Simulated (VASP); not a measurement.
# Bi (P2/m) in VASP: notebook

Runs on Bi. Level: PBEsol. Tasks: single point.

Everything below comes from runs of VASP 6.6.1. Logs are shortened: lines on timing, memory, paths and dates and some standing lists are left out, and cuts for length are marked.

### Step 1. The cell of the first run

It takes space group P2/m (No. 10, monoclinic). The conventional cell has a = 3.238 Å, b = 3.222 Å, c = 6.444 Å, α = 90.00°, β = 90.72°, γ = 90.00°. Within 4.2 Å of Bi (site symmetry m) lie 6 Bi at 3.22 to 3.24 Å.

### Step 2. Single point, PBEsol

INCAR

```
SYSTEM = Bi
ALGO = Normal
EDIFF = 1E-6
ENCUT = 520
GGA = PS
ISIF = 2
ISMEAR = 0
LASPH = .TRUE.
LCHARG = .FALSE.
LREAL = .FALSE.
LWAVE = .FALSE.
NBANDS = 22
NELM = 100
PREC = Accurate
SIGMA = 0.1
```

KPOINTS

```
k-points
0
G
  6 6 4
  0 0 0
```

POSCAR

```
Bi
1.0
    3.2383762460      0.0000000000      0.0000000000
    0.0000000000      3.2216433200      0.0000000000
   -0.0804548793      0.0000000000      6.4438887882
Bi
2
Direct
    0.4557527500      0.0000000000      0.2504221100
    0.5442472500      0.0000000000      0.7495778900
```

Potentials or basis: VASP PAW PBE potentials, release 64 (Bi_d).

The run is started by

```console
$ cat potpaw_PBE.64/Bi_d/POTCAR > POTCAR
$ mpirun -np 1 vasp_std > vasp.out
```

OUTCAR:

```text
SYSTEM = Bi
   EDIFF = 1E-6
   ENCUT = 520
   GGA = PS
   ISIF = 2
   ISMEAR = 0
   LASPH = .TRUE.
   LREAL = .FALSE.
   NELM = 100
   PREC = Accurate

 ion  position               nearest neighbor table
   1  0.456  0.000  0.250-   2 3.23   2 3.24
   2  0.544  0.000  0.750-   1 3.23   1 3.24

  LATTYP: Found a simple monoclinic cell.
 ALAT       =     3.2383762460
 B/A-ratio  =     0.9948329271
 C/A-ratio  =     1.9900068852
 COS(beta)  =    -0.0124844813

  Lattice vectors:

 A1 = (   3.2383762460,   0.0000000000,   0.0000000000)
 A2 = (   0.0000000000,   3.2216433200,   0.0000000000)
 A3 = (  -0.0804548793,   0.0000000000,   6.4438887882)

Analysis of symmetry for initial positions (statically):
=====================================================================
 Subroutine PRICEL returns:
 Original cell was already a primitive cell.

 Routine SETGRP: Setting up the symmetry group for a
 simple monoclinic supercell.

 Subroutine GETGRP returns: Found  4 space group operations
 (whereof  4 operations were pure point group operations)
 out of a pool of  4 trial point group operations.

The static configuration has the point symmetry C_2h.

Analysis of symmetry for dynamics (positions and initial velocities):
=====================================================================
 Subroutine PRICEL returns:
 Original cell was already a primitive cell.

 Routine SETGRP: Setting up the symmetry group for a
 simple monoclinic supercell.

 Subroutine GETGRP returns: Found  4 space group operations
 (whereof  4 operations were pure point group operations)
 out of a pool of  4 trial point group operations.

The dynamic configuration has the point symmetry C_2h.

 Subroutine INISYM returns: Found  4 space group operations
 (whereof  4 operations are pure point group operations),
 and found     1 'primitive' translations

----------------------------------------------------------------------------------------

                                     Primitive cell

  volume of cell :      67.2284

  direct lattice vectors                    reciprocal lattice vectors
     3.238376246  0.000000000  0.000000000     0.308796731  0.000000000  0.003855467
     0.000000000  3.221643320  0.000000000     0.000000000  0.310400594  0.000000000
    -0.080454879  0.000000000  6.443888788     0.000000000  0.000000000  0.155185794

  length of vectors
     3.238376246  3.221643320  6.444391026     0.308820799  0.310400594  0.155185794

  position of ions in fractional coordinates (direct lattice)
     0.455752750  0.000000000  0.250422110
     0.544247250  0.000000000  0.749577890

  ion indices of the primitive-cell ions
   primitive index   ion index
                 1           1
                 2           2

----------------------------------------------------------------------------------------

 KPOINTS: k-points

Automatic generation of k-mesh.
 Grid dimensions read from file:
 generate k-points for:    6    6    4

 Generating k-lattice:

  Cartesian coordinates                     Fractional coordinates (reciprocal lattice)
     0.051466122  0.000000000  0.000642578     0.166666667  0.000000000  0.000000000
     0.000000000  0.051733432  0.000000000     0.000000000  0.166666667  0.000000000
     0.000000000  0.000000000  0.038796449     0.000000000  0.000000000  0.250000000

  Length of vectors
     0.051470133  0.051733432  0.038796449

  Shift w.r.t. Gamma in fractional coordinates (k-lattice)
     0.000000000  0.000000000  0.000000000

 Subroutine IBZKPT returns following result:
 ===========================================

 Found     56 irreducible k-points:

 Following reciprocal coordinates:
            Coordinates               Weight
  0.000000  0.000000  0.000000      1.000000
  0.166667  0.000000  0.000000      2.000000
  0.333333  0.000000  0.000000      2.000000
  0.500000  0.000000  0.000000      1.000000
  0.000000  0.166667  0.000000      2.000000
  0.166667  0.166667  0.000000      4.000000
[... 16 lines left out ...]
  0.000000  0.166667  0.250000      4.000000
  0.166667  0.166667  0.250000      4.000000
 [... further k-points ...]
   k-points           NKPTS =     56   k-points in BZ     NKDIM =     56   number of bands    NBANDS=     22
   number of dos      NEDOS =    301   number of ions     NIONS =      2
   total plane-waves  NPLWV =  27648
   dimension x,y,z NGX =    24 NGY =   24 NGZ =   48
   dimension x,y,z NGXF=    48 NGYF=   48 NGZF=   96
   ions per type =               2
   NGX,Y,Z   is equivalent  to a cutoff of  12.32, 12.38, 12.38 a.u.
   NGXF,Y,Z  is equivalent  to a cutoff of  24.64, 24.77, 24.77 a.u.
 SYSTEM =  Bi
   PREC   = accura    normal or accurate (medium, high low for compatibility)
   ISTART =      0    job   : 0-new  1-cont  2-samecut
   ICHARG =      2    charge: 1-file 2-atom 10-const
   ISPIN  =      1    spin polarized calculation?
   LNONCOLLINEAR =      F non collinear calculations
   LSORBIT =      F    spin-orbit coupling
   LASPH  =      T    aspherical Exc in radial PAW
   ENCUT  =  520.0 eV  38.22 Ry    6.18 a.u.   6.02  5.99 11.98*2*pi/ulx,y,z
   NELM   =    100;   NELMIN=  2; NELMDL= -5     # of ELM steps
   EDIFF  = 0.1E-05   stopping-criterion for ELM
   LREAL  =      F    real-space projection
   EDIFFG = 0.1E-04   stopping-criterion for IOM
   NSW    =      0    number of steps for IOM
   IBRION =     -1    ionic relax: 0-MD 1-quasi-New 2-CG
   NFREE  =      0    steps in history (QN), initial steepest desc. (CG)
   ISIF   =      2    stress and relaxation
   ISYM   =      2    0-nonsym 1-usesym 2-fastsym
   POTIM  = 0.5000    time-step for ionic-motion
   TEBEG  =    0.0;   TEEND  =   0.0 temperature during run
   PSTRESS=    0.0 pullay stress
   NELECT =      30.0000    total number of electrons
   NUPDOWN=      -1.0000    fix difference up-down
   EMIN   =  10.00;   EMAX   =-10.00  energy-range for DOS
   EFERMI =   0.00;   METHOD = LEGACY
   ISMEAR =     0;   SIGMA  =   0.10  broadening in eV -4-tet -1-fermi 0-gaus
   EFERMI_NEDOS =   21; number of points for ismear=-14 and -15
   IALGO  =     38    algorithm
   IMIX   =      4    mixing-type and parameters
     AMIX     =   0.40;   BMIX     =  1.00
     AMIX_MAG =   1.60;   BMIX_MAG =  1.00
  volume/ion in A,a.u.               =      33.61       226.84
  Fermi-wavevector in a.u.,A,eV,Ry     =   1.251020  2.364085 21.293818  1.565051
  Thomas-Fermi vector in A             =   2.384987
   LORBIT       =      0    0 simple, 1 ext, 2 COOP (PROOUT), +10 PAW based schemes
   GGA     = PS    functional components
   LHFCALC =     F    Hartree Fock is set to
   AEXX    =    0.0000 exact exchange contribution
   IVDW    =     0    specifies the selected vdW correction
   LEPSILON=     F    determine dielectric tensor
   LRPA    =     F    only Hartree local field effects (RPA)
 non-spin polarized calculation
 Gauss-broadening in eV      SIGMA  =   0.10
  energy-cutoff  :      520.00
  volume of cell :       67.23
 maximum number of plane-waves:      1840
   NGX = 13   NGY = 11   NGZ = 23

 number of electron      30.0000014 magnetization

 Free energy of the ion-electron system (eV)
  ---------------------------------------------------
  ext. energy  EPLUGINS =         0.00000000
  ---------------------------------------------------
  free energy    TOTEN  =        -8.62341192 eV

  energy without entropy =       -8.61792366  energy(sigma->0) =       -8.62066779

 E-fermi :   6.6995     XC(G=0):  -9.9425

 val. band max:        6.6883545262   @ k =   0.3333   0.5000   0.2500
 cond. band min:       6.7012414140   @ k =   0.1667   0.0000   0.0000
 fundamental gap:      0.0128868878
 Fermi energy:         6.6994661920

 k-point     1 :       0.0000    0.0000    0.0000
  band No.  band energies     occupation
      1     -16.2133      2.00000
      2     -16.1986      2.00000
      3     -16.1937      2.00000
      4     -15.9446      2.00000
      5     -15.9445      2.00000
      6     -15.9211      2.00000
[... 14 lines left out ...]
     21      14.7577      0.00000
     22      16.4682      0.00000

 k-point     2 :       0.1667    0.0000    0.0000
  band No.  band energies     occupation
      1     -16.2001      2.00000
      2     -16.1503      2.00000
      3     -16.1329      2.00000
      4     -15.9737      2.00000
      5     -15.9421      2.00000
      6     -15.8909      2.00000
[... 14 lines left out ...]
     21      14.8920      0.00000
     22      17.1669      0.00000

 k-point     3 :       0.3333    0.0000    0.0000
  band No.  band energies     occupation
      1     -16.1915      2.00000
      2     -16.0832      2.00000
      3     -16.0312      2.00000
      4     -15.9937      2.00000
      5     -15.9373      2.00000
      6     -15.9336      2.00000
[... 14 lines left out ...]
     21      15.7160      0.00000
     22      17.9428      0.00000

 k-point     4 :       0.5000    0.0000    0.0000
  band No.  band energies     occupation
      1     -16.1875      2.00000
      2     -16.0626      2.00000
      3     -16.0593      2.00000
      4     -15.9552      2.00000
      5     -15.9542      2.00000
      6     -15.9464      2.00000
[... 14 lines left out ...]
     21      16.7611      0.00000
     22      17.0846      0.00000

 k-point     5 :       0.0000    0.1667    0.0000
  band No.  band energies     occupation
      1     -16.1924      2.00000
      2     -16.1479      2.00000
      3     -16.1370      2.00000
      4     -15.9746      2.00000
      5     -15.9420      2.00000
      6     -15.8913      2.00000
[... 417 lines left out ...]
 k-point    22 :      -0.1667    0.0000    0.2500
  band No.  band energies     occupation
      1     -16.1806      2.00000
      2     -16.1530      2.00000
      3     -16.1125      2.00000
      4     -15.9582      2.00000
      5     -15.9425      2.00000
      6     -15.9297      2.00000
[... 14 lines left out ...]
     21      16.0175      0.00000
     22      16.7612      0.00000

 k-point    23 :       0.0000    0.1667    0.2500
  band No.  band energies     occupation
      1     -16.1741      2.00000
      2     -16.1505      2.00000
      3     -16.1147      2.00000
      4     -15.9610      2.00000
      5     -15.9362      2.00000
      6     -15.9289      2.00000
[... 14 lines left out ...]
     21      15.8636      0.00000
     22      16.7981      0.00000

 k-point    24 :       0.1667    0.1667    0.2500
  band No.  band energies     occupation
      1     -16.1152      2.00000
      2     -16.0991      2.00000
      3     -16.0905      2.00000
      4     -15.9590      2.00000
      5     -15.9558      2.00000
      6     -15.9275      2.00000
[... 14 lines left out ...]
     21      16.9230      0.00000
     22      17.7303      0.00000

 [... further k-points ...]
[... 5 lines left out ...]
  --------------------------------------------------------------------------------------
  -------------------------------------------------------------------------------------
  Total       -1.0035335     -0.8602565      1.5108452      0.0000000      0.0000000      0.0041969
  in kB      -23.9160610    -20.5015056     36.0062384      0.0000000      0.0000000      0.1000194
  external PRESSURE =      -2.8037761 kB  Pullay stress =       0.0000000 kB

 VOLUME and BASIS-vectors are now :
 -----------------------------------------------------------------------------
  energy-cutoff  :      520.00
  volume of cell :       67.23
      direct lattice vectors                 reciprocal lattice vectors
     3.238376246  0.000000000  0.000000000     0.308796731  0.000000000  0.003855467
     0.000000000  3.221643320  0.000000000     0.000000000  0.310400594  0.000000000
    -0.080454879  0.000000000  6.443888788     0.000000000  0.000000000  0.155185794

 POSITION                                       TOTAL-FORCE (eV/Angst)
 -----------------------------------------------------------------------------------
      1.45575      0.00000      1.61369        -0.014544      0.000000     -0.022790
      1.70217      0.00000      4.83020         0.014544     -0.000000      0.022790
 -----------------------------------------------------------------------------------
    total drift:                                0.000000     -0.000000      0.000000

  FREE ENERGIE OF THE ION-ELECTRON SYSTEM (eV)
  ---------------------------------------------------
  free  energy   TOTEN  =        -8.6234119202 eV

  energy  without entropy=       -8.6179236568  energy(sigma->0) =       -8.62066779
```

Run time: 35 s. Hardware: 1 thread of Intel Xeon Platinum 8488C (Sapphire Rapids), shared host; peak memory 0.2 GiB.

Results:

| Property | Result |
| --- | --- |
| Free energy | -8.6234 eV |
| Pressure | -0.3 GPa |
| Largest force | 0.027 eV/Å |
| Band gap on the k mesh | zero (band 15 reaches 10.56 eV, above the bottom of band 16 at 4.26 eV) |

Forces on the atoms (eV/Å):
```
Bi  -0.015  0.000 -0.023
Bi   0.015  0.000  0.023
```

Caveat: the PAW data sets were made with another functional, which shifts forces and pressure a little; spin-orbit coupling is left out, which moves the levels of the heavy elements.

### Step 3. Single point, PBEsol (uniaxial strain along a: -1.5 %, then relaxed in part)

INCAR

```
SYSTEM = Bi
PREC = Accurate ; ENCUT = 520
EDIFF = 1E-6 ; ISMEAR = 0
SIGMA = 0.1 ; LREAL = .False.
LASPH = .True. ; NELM = 100
ALGO = Normal ; ISIF = 2
LWAVE = .False. ; LCHARG = .False.
GGA = PS ; NBANDS = 22
```

KPOINTS

```
regular mesh
0
Gamma
  14 14 8
  0 0 0
```

POSCAR

```
Bi
1.0
    3.1994536080      0.0000000000     -0.0000410582
    0.0000000000      3.2205988409      0.0000000000
   -0.0139531111      0.0000000000      6.4084603224
Bi
2
Direct
    0.4370985860      0.0000000000      0.2499947584
    0.5629014140      0.0000000000      0.7500052416
```

Potentials or basis: VASP PAW PBE potentials, release 64 (Bi_d).

The run is started by

```console
$ cat potpaw_PBE.64/Bi_d/POTCAR > POTCAR
$ mpirun -np 1 vasp_std > vasp.out
```

It took 1.9 min on 1 thread of Intel Xeon 6975P-C (Granite Rapids), shared host; peak memory 0.57 GiB.

The run converged. Its results:

| Item | Value |
| --- | --- |
| Free energy | -8.5569 eV |
| Pressure | 0.4 GPa |
| Band gap on the k mesh | zero (band 15 reaches 10.89 eV, above the bottom of band 16 at 4.47 eV) |

Stress tensor (GPa, compression positive):
```
 1.36  0.00  0.00
 0.00 -0.08  0.00
 0.00  0.00 -0.09
```

Levels at points of the mesh, in eV from the Fermi level:
```csv
k point,band 12,band 13,band 14,band 15,band 16,band 17,band 18,band 19
"(0.00, 0.00, 0.00)",-11.32,-5.15,3.20,3.27,3.57,4.89,5.19,6.60
"(0.50, 0.00, 0.00)",-9.37,-5.09,-3.29,-3.05,2.11,5.29,5.91,7.24
"(0.00, 0.50, 0.00)",-9.36,-5.16,-3.22,-3.19,2.64,5.23,5.55,6.98
"(0.50, 0.50, 0.00)",-7.36,-3.17,-3.12,-1.48,-1.40,-1.22,2.75,4.63
"(0.00, 0.00, 0.50)",-12.55,-1.85,-1.85,4.04,4.04,4.18,4.20,7.76
"(0.50, 0.00, 0.50)",-10.49,-4.46,-4.46,0.34,0.35,5.36,5.37,6.13
"(0.00, 0.50, 0.50)",-10.58,-4.36,-4.36,0.18,0.18,5.40,5.40,6.19
"(0.50, 0.50, 0.50)",-8.52,-2.56,-2.56,-2.38,-2.38,2.31,2.33,3.39
```

Caveat: the cell differs from its parent crystal (uniaxial strain along a: -1.5 %, then relaxed in part); the PAW data sets were made with another functional, which shifts forces and pressure a little; spin-orbit coupling is left out, which moves the levels of the heavy elements.

### Step 4. Single point, PBEsol (uniaxial strain along a: -1.5 %)

INCAR

```
SYSTEM = Bi
PREC = Accurate
ENCUT = 520
EDIFF = 1E-7
ISMEAR = 0
SIGMA = 0.1
LREAL = .FALSE.
LASPH = .TRUE.
NELM = 100
ALGO = Normal
ISIF = 2
LWAVE = .FALSE.
LCHARG = .TRUE.
GGA = PS
LELF = .TRUE.
LVHAR = .TRUE.
NBANDS = 22
```

KPOINTS

```
Automatic mesh
0
G
  14 14 8
  0 0 0
```

POSCAR

```
Bi
1.0
    3.1994536083      0.0000000000      0.0000000000
    0.0000000000      3.2422388910      0.0000000000
   -0.0138718303      0.0000000000      6.3337979826
Bi
2
Direct
    0.3983292417      0.0000000000      0.2500193853
    0.6016707583      0.0000000000      0.7499806147
```

The run is started by

```console
$ cat potpaw_PBE.64/Bi_d/POTCAR > POTCAR
$ mpirun -np 1 vasp_std > vasp.out
```

It took 2.2 min on 1 thread of Intel Xeon 6975P-C (Granite Rapids), shared host; peak memory 0.57 GiB.

The run converged. Its results:

- Free energy: -8.5552 eV
- Pressure: 0.4 GPa
- Largest force: 0.015 eV/Å
- Band gap on the k mesh: zero (band 15 reaches 10.79 eV, above the bottom of band 16 at 4.53 eV)

Forces in eV/Å, atoms in the order of the input:
```
Bi   0.015  0.000  0.000
Bi  -0.015  0.000  0.000
```

Stress tensor (GPa, compression positive):
```
 2.00  0.00  0.01
 0.00 -0.71  0.00
 0.01  0.00 -0.14
```

Levels at points of the mesh, in eV from the Fermi level:
```csv
k point,band 11,band 12,band 13,band 14,band 15,band 16,band 17,band 18,band 19,band 20
"(0.00, 0.00, 0.00)",-13.36,-11.27,-5.17,2.99,3.46,3.84,4.39,5.06,6.64,7.97
"(0.50, 0.00, 0.00)",-11.18,-9.46,-4.99,-3.36,-2.89,1.48,5.17,6.80,6.95,9.71
"(0.00, 0.50, 0.00)",-11.46,-9.39,-5.17,-3.31,-3.12,2.61,5.36,5.79,6.39,10.02
"(0.50, 0.50, 0.00)",-9.29,-7.54,-3.14,-3.03,-1.60,-1.47,-1.11,2.86,3.82,5.13
"(0.00, 0.00, 0.50)",-12.56,-12.55,-1.79,-1.79,3.86,3.86,4.14,4.16,7.66,7.67
"(0.50, 0.00, 0.50)",-10.47,-10.46,-4.60,-4.59,0.53,0.56,5.38,5.40,5.95,5.96
"(0.00, 0.50, 0.50)",-10.67,-10.66,-4.35,-4.34,0.17,0.18,5.48,5.48,6.07,6.10
"(0.50, 0.50, 0.50)",-8.58,-8.57,-2.77,-2.76,-2.35,-2.34,2.42,2.45,3.29,3.29
```

Caveat: the cell differs from its parent crystal (uniaxial strain along a: -1.5 %); the PAW data sets were made with another functional, which shifts forces and pressure a little; spin-orbit coupling is left out, which moves the levels of the heavy elements.

### Step 5. The runs side by side

| cell | k mesh | gap on the mesh (eV) | pressure (GPa) | largest force (eV/Å) |
| --- | --- | --- | --- | --- |
| a = 3.238, b = 3.222, c = 6.444 Å, angles 90.0, 90.7, 90.0°, 2 atoms | 6 × 6 × 4 | none | -0.3 | 0.03 |
| a = 3.199, b = 3.221, c = 6.408 Å, angles 90.0, 90.1, 90.0°, 2 atoms | 14 × 14 × 8 | none | 0.4 | - |
| a = 3.199, b = 3.242, c = 6.334 Å, angles 90.0, 90.1, 90.0°, 2 atoms | 14 × 14 × 8 | none | 0.4 | 0.01 |

Alike in all rows: task single point; level PBEsol; potentials or basis VASP PAW PBE potentials, release 64 (Bi_d); no spin polarisation; cutoff (eV) 520; smearing gaussian 0.1 eV.

Caveats: the PAW data sets were made with another functional, which shifts forces and pressure a little; spin-orbit coupling is left out, which moves the levels of the heavy elements.

Absolute energies hang on the potentials; compare differences alone.
